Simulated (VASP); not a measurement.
# C in VASP: relaxation of the atoms with PBE+D3(BJ)

Aim: the relaxation of the atoms of C with PBE+D3(BJ).

All numbers are computed with VASP 6.6.1; they aren't measurements. Logs are shortened: lines on timing, memory, paths and dates and some standing lists are left out, and cuts for length are marked.

## Step 1: The cell of the first run

The cell holds a slab with vacuum, 7 atoms: a = 2.465 Å, b = 2.465 Å, c = 25.738 Å, α = 90.00°, β = 90.00°, γ = 120.00°.

## Step 2: Relaxation of the atoms, PBE+D3(BJ)

INCAR reads:

```
PREC = Accurate
ENCUT = 520
EDIFF = 1E-6
ISMEAR = 0
SIGMA = 0.1
LREAL = F
LASPH = T
NELM = 60
ALGO = Normal
ISIF = 2
LWAVE = F
LCHARG = F
LDIPOL = T
IDIPOL = 3
DIPOL = 0.5 0.5 0.483
GGA = PE
IVDW = 12
IBRION = 2
NSW = 90
EDIFFG = -0.03
```

KPOINTS reads:

```
regular mesh
0
Gamma
  12 12 1
```

POSCAR reads:

```
C
1.0
    2.4649796692      0.0000000000      0.0000000000
   -1.2324898346      2.1347350134      0.0000000000
    0.0000000000      0.0000000000     25.7384334293
C
7
Selective dynamics
Direct
    0.0000000000      0.0000000000      0.3302454386  F F F
    0.3333333333      0.6666666667      0.3302454294  F F F
    0.0000000000      0.0000000000      0.4611476012  T T T
    0.6666666667      0.3333333333      0.4611475919  T T T
    0.0000000000      0.0000000000      0.5920497637  T T T
    0.3333333333      0.6666666667      0.5920497545  T T T
    0.6666666667      0.3333333333      0.6130300616  T T T
```

Potentials or basis: VASP PAW PBE potentials, release 64 (C).

Run with:

```bash
$ cat potpaw_PBE.64/C/POTCAR > POTCAR
$ mpirun -np 1 vasp_std > vasp.out
```

OUTCAR:

```text
PREC = Accurate
   ENCUT = 520
   EDIFF = 1E-6
   ISMEAR = 0
   LREAL = F
   LASPH = T
   NELM = 60
   ISIF = 2
   GGA = PE
   IVDW = 12
   IBRION = 2
   NSW = 90
   EDIFFG = -0.03
 IVDW          = 12

 ion  position               nearest neighbor table
   1  0.000  0.000  0.330-   2 1.42   2 1.42   2 1.42
   2  0.333  0.667  0.330-   1 1.42   1 1.42   1 1.42
   3  0.000  0.000  0.461-   4 1.42   4 1.42   4 1.42
   4  0.667  0.333  0.461-   3 1.42   3 1.42   3 1.42
   5  0.000  0.000  0.592-   6 1.42   6 1.42   6 1.42   7 1.52   7 1.52   7 1.52
   6  0.333  0.667  0.592-   5 1.42   5 1.42   5 1.42   7 1.52   7 1.52   7 1.52
   7  0.667  0.333  0.613-   5 1.52   5 1.52   5 1.52   6 1.52   6 1.52   6 1.52

  LATTYP: Found a hexagonal cell.
 ALAT       =     2.4649796692
 C/A-ratio  =    10.4416412642

  Lattice vectors:

 A1 = (   2.4649796692,   0.0000000000,   0.0000000000)
 A2 = (  -1.2324898346,   2.1347350134,   0.0000000000)
 A3 = (   0.0000000000,   0.0000000000,  25.7384334293)

Analysis of symmetry for initial positions (statically):
=====================================================================
 Subroutine PRICEL returns:
 Original cell was already a primitive cell.

 Routine SETGRP: Setting up the symmetry group for a
 hexagonal supercell.

 Subroutine GETGRP returns: Found  6 space group operations
 (whereof  6 operations were pure point group operations)
 out of a pool of 24 trial point group operations.

The static configuration has the point symmetry C_3v.

Analysis of symmetry for dynamics (positions and initial velocities):
=====================================================================
 Subroutine PRICEL returns:
 Original cell was already a primitive cell.

 Routine SETGRP: Setting up the symmetry group for a
 hexagonal supercell.

 Subroutine GETGRP returns: Found  6 space group operations
 (whereof  6 operations were pure point group operations)
 out of a pool of 24 trial point group operations.

The dynamic configuration has the point symmetry C_3v.

Analysis of constrained symmetry for selective dynamics:
=====================================================================
 Subroutine PRICEL returns:
 Original cell was already a primitive cell.

 Routine SETGRP: Setting up the symmetry group for a
 hexagonal supercell.

 Subroutine GETGRP returns: Found  6 space group operations
 (whereof  6 operations were pure point group operations)
 out of a pool of 24 trial point group operations.

The constrained configuration has the point symmetry C_3v.

 Subroutine INISYM returns: Found  6 space group operations
 (whereof  6 operations are pure point group operations),
 and found     1 'primitive' translations

----------------------------------------------------------------------------------------

                                     Primitive cell

  volume of cell :     135.4377

  direct lattice vectors                    reciprocal lattice vectors
     2.464979669  0.000000000  0.000000000     0.405682859  0.234221108  0.000000000
    -1.232489835  2.134735013  0.000000000     0.000000000  0.468442216  0.000000000
     0.000000000  0.000000000 25.738433429     0.000000000  0.000000000  0.038852403

  length of vectors
     2.464979669  2.464979669 25.738433429     0.468442216  0.468442216  0.038852403

  position of ions in fractional coordinates (direct lattice)
     0.000000000  0.000000000  0.330245439
     0.333333333  0.666666667  0.330245429
     0.000000000  0.000000000  0.461147601
     0.666666667  0.333333333  0.461147592
     0.000000000  0.000000000  0.592049764
     0.333333333  0.666666667  0.592049755
     0.666666667  0.333333333  0.613030062

  ion indices of the primitive-cell ions
   primitive index   ion index
                 1           1
                 2           2
                 3           3
                 4           4
                 5           5
                 6           6
                 7           7

----------------------------------------------------------------------------------------

 KPOINTS: regular mesh

[... 23 lines left out ...]
            Coordinates               Weight
  0.000000  0.000000  0.000000      1.000000
  0.083333  0.000000  0.000000      6.000000
  0.166667  0.000000  0.000000      6.000000
  0.250000  0.000000  0.000000      6.000000
  0.333333 -0.000000  0.000000      6.000000
  0.416667 -0.000000  0.000000      6.000000
[... 11 lines left out ...]
  0.333333  0.250000  0.000000     12.000000
  0.333333  0.333333  0.000000      2.000000
   k-points           NKPTS =     19   k-points in BZ     NKDIM =     19   number of bands    NBANDS=     18
   number of dos      NEDOS =    301   number of ions     NIONS =      7
   total plane-waves  NPLWV =  62208
   dimension x,y,z NGX =    18 NGY =   18 NGZ =  192
   dimension x,y,z NGXF=    36 NGYF=   36 NGZF=  384
   ions per type =               7
   NGX,Y,Z   is equivalent  to a cutoff of  12.14, 12.14, 12.40 a.u.
   NGXF,Y,Z  is equivalent  to a cutoff of  24.28, 24.28, 24.80 a.u.
 SYSTEM =  unknown system
   PREC   = accura    normal or accurate (medium, high low for compatibility)
   ISTART =      0    job   : 0-new  1-cont  2-samecut
   ICHARG =      2    charge: 1-file 2-atom 10-const
   ISPIN  =      1    spin polarized calculation?
   LNONCOLLINEAR =      F non collinear calculations
   LSORBIT =      F    spin-orbit coupling
   LASPH  =      T    aspherical Exc in radial PAW
   ENCUT  =  520.0 eV  38.22 Ry    6.18 a.u.   4.58  4.58 47.86*2*pi/ulx,y,z
   NELM   =     60;   NELMIN=  2; NELMDL= -5     # of ELM steps
   EDIFF  = 0.1E-05   stopping-criterion for ELM
   LREAL  =      F    real-space projection
   EDIFFG = -.3E-01   stopping-criterion for IOM
   NSW    =     90    number of steps for IOM
   IBRION =      2    ionic relax: 0-MD 1-quasi-New 2-CG
   NFREE  =      1    steps in history (QN), initial steepest desc. (CG)
   ISIF   =      2    stress and relaxation
   ISYM   =      2    0-nonsym 1-usesym 2-fastsym
   POTIM  = 0.5000    time-step for ionic-motion
   TEBEG  =    0.0;   TEEND  =   0.0 temperature during run
   PSTRESS=    0.0 pullay stress
   NELECT =      28.0000    total number of electrons
   NUPDOWN=      -1.0000    fix difference up-down
   EMIN   =  10.00;   EMAX   =-10.00  energy-range for DOS
   EFERMI =   0.00;   METHOD = LEGACY
   ISMEAR =     0;   SIGMA  =   0.10  broadening in eV -4-tet -1-fermi 0-gaus
   EFERMI_NEDOS =   21; number of points for ismear=-14 and -15
   IALGO  =     38    algorithm
   IMIX   =      4    mixing-type and parameters
     AMIX     =   0.40;   BMIX     =  1.00
     AMIX_MAG =   1.60;   BMIX_MAG =  1.00
  volume/ion in A,a.u.               =      19.35       130.57
  Fermi-wavevector in a.u.,A,eV,Ry     =   0.968013  1.829279 12.749319  0.937048
  Thomas-Fermi vector in A             =   2.097947
   LORBIT       =      0    0 simple, 1 ext, 2 COOP (PROOUT), +10 PAW based schemes
   GGA     = PE    functional components
   LHFCALC =     F    Hartree Fock is set to
   AEXX    =    0.0000 exact exchange contribution
   IVDW    =    12    specifies the selected vdW correction
   LEPSILON=     F    determine dielectric tensor
   LRPA    =     F    only Hartree local field effects (RPA)
 conjugate gradient relaxation of ions
 non-spin polarized calculation
 Gauss-broadening in eV      SIGMA  =   0.10
  energy-cutoff  :      520.00
  volume of cell :      135.44
 maximum number of plane-waves:      3696
   NGX =  9   NGY =  9   NGZ = 95

--------------------------------------- Ionic step        1  -------------------------------------------

 number of electron      27.9999992 magnetization

 Free energy of the ion-electron system (eV)
  ---------------------------------------------------
  ext. energy  EPLUGINS =         0.00000000
  ---------------------------------------------------
  free energy    TOTEN  =       -49.53481175 eV

  energy without entropy =      -49.52893896  energy(sigma->0) =      -49.53187536

------------------------ aborting loop because EDIFF is reached ----------------------------------------

 Edisp (eV)   -0.93108

 E8    (eV) :    -0.2737
[... 75 lines left out ...]
  FREE ENERGIE OF THE ION-ELECTRON SYSTEM (eV)
  ---------------------------------------------------
  free  energy   TOTEN  =       -56.2939116424 eV

  energy  without entropy=      -56.2920078104  energy(sigma->0) =      -56.29295973

 dipolmoment           0.000000      0.000000     -0.093152 electrons x Angstroem

--------------------------------------- Ionic step        3  -------------------------------------------

 number of electron      27.9999991 magnetization

------------------------ aborting loop because EDIFF is reached ----------------------------------------
[... 34 lines left out ...]
  FREE ENERGIE OF THE ION-ELECTRON SYSTEM (eV)
  ---------------------------------------------------
  free  energy   TOTEN  =       -59.4618525469 eV

  energy  without entropy=      -59.4497132991  energy(sigma->0) =      -59.45578292

[... ionic steps 4 to 47 ...]

--------------------------------------- Ionic step       48  -------------------------------------------

 number of electron      27.9999991 magnetization

------------------------ aborting loop because EDIFF is reached ----------------------------------------
[... 85 lines left out ...]
--------------------------------------- Ionic step       50  -------------------------------------------

 number of electron      27.9999991 magnetization

 dipolmoment           0.000000      0.000000      0.057549 electrons x Angstroem

 Free energy of the ion-electron system (eV)
  ---------------------------------------------------
  ext. energy  EPLUGINS =         0.00000000
  ---------------------------------------------------
  free energy    TOTEN  =       -58.86485459 eV

  energy without entropy =      -58.85701827  energy(sigma->0) =      -58.86093643

 E-fermi :  -0.6850     XC(G=0):  -5.5058

 val. band max:       -0.6913478826   @ k =   0.3333   0.3333   0.0000
 cond. band min:      -0.6638042233   @ k =   0.3333   0.3333   0.0000
 fundamental gap:      0.0275436593
 Fermi energy:        -0.6849941656

 k-point     1 :       0.0000    0.0000    0.0000
  band No.  band energies     occupation
      1     -20.2717      2.00000
      2     -20.1221      2.00000
      3     -19.9341      2.00000
      4     -12.2426      2.00000
      5      -8.8470      2.00000
      6      -8.1450      2.00000
[... 388 lines left out ...]
     17      -0.3966      0.00005
     18      -0.1383      0.00000

------------------------ aborting loop because EDIFF is reached ----------------------------------------

 vacuum level on the upper side and lower side of the slab       (xc-potential included)         0.955        -0.988

 Edisp (eV)   -0.94642

 E8    (eV) :    -0.2743

  FORCE on cell =-STRESS in cart. coord.  units (eV):
  Direction    XX          YY          ZZ          XY          YZ          ZX
  --------------------------------------------------------------------------------------
  -------------------------------------------------------------------------------------
  Total      -3.62050    -3.62050    -0.14845     0.00000     0.00000     0.00000
  in kB     -42.82917   -42.82917    -1.75614     0.00000     0.00000     0.00000
  external pressure =      -29.14 kB  Pullay stress =        0.00 kB
[... 22 lines left out ...]
  FREE ENERGIE OF THE ION-ELECTRON SYSTEM (eV)
  ---------------------------------------------------
  free  energy   TOTEN  =       -59.8112792384 eV

  energy  without entropy=      -59.8034429233  energy(sigma->0) =      -59.80736108

 reached required accuracy - stopping structural energy minimisation

 vacuum level on the upper side and lower side of the slab         5.551         3.569
```

Wall time 11 min (1 thread of Intel Xeon 6975P-C (Granite Rapids), shared host); peak memory 0.25 GiB.

Results:

```
Free energy                : -59.8113 eV
Energy gained by relaxing  : 1335.1 meV/atom
Ionic steps                : 50
Band gap on the k mesh     : 0.03 eV, direct
Dispersion energy per atom : -0.135 eV
```

Step by step:
```csv
step,energy change (eV),largest force on free atoms (eV/Å),pressure (GPa)
1,0.0000,9.8141,21.70
3,-8.9960,0.7535,-1.32
5,-9.0025,0.6741,-1.32
7,-9.0896,1.0377,-1.77
9,-9.1686,0.5769,-1.92
11,-9.2277,0.3389,-2.11
13,-9.2478,0.2760,-2.19
15,-9.2597,0.3380,-2.27
17,-9.2689,0.2307,-2.33
19,-9.2770,0.2420,-2.39
21,-9.2860,0.2981,-2.46
23,-9.2939,0.3779,-2.52
25,-9.3006,0.1976,-2.58
27,-9.3027,0.1452,-2.60
29,-9.3049,0.2109,-2.62
31,-9.3081,0.1527,-2.64
33,-9.3104,0.1451,-2.67
35,-9.3119,0.1043,-2.68
37,-9.3129,0.1334,-2.69
39,-9.3175,0.1661,-2.72
41,-9.3301,0.3007,-2.80
43,-9.3346,0.4735,-2.88
45,-9.3393,0.3531,-2.89
47,-9.3446,0.1255,-2.92
49,-9.3453,0.0613,-2.92
50,-9.3454,0.0233,-2.91
```

Final structure:
```
C
1.0
     2.46498    0.00000    0.00000
    -1.23249    2.13474    0.00000
     0.00000    0.00000   25.73843
C
7
Direct
  0.00000 0.00000 0.33025
  0.33333 0.66667 0.33025
  0.00000 0.00000 0.46048
  0.66667 0.33333 0.46048
  0.00000 0.00000 0.59619
  0.33333 0.66667 0.59624
  0.66667 0.33333 0.73060
```
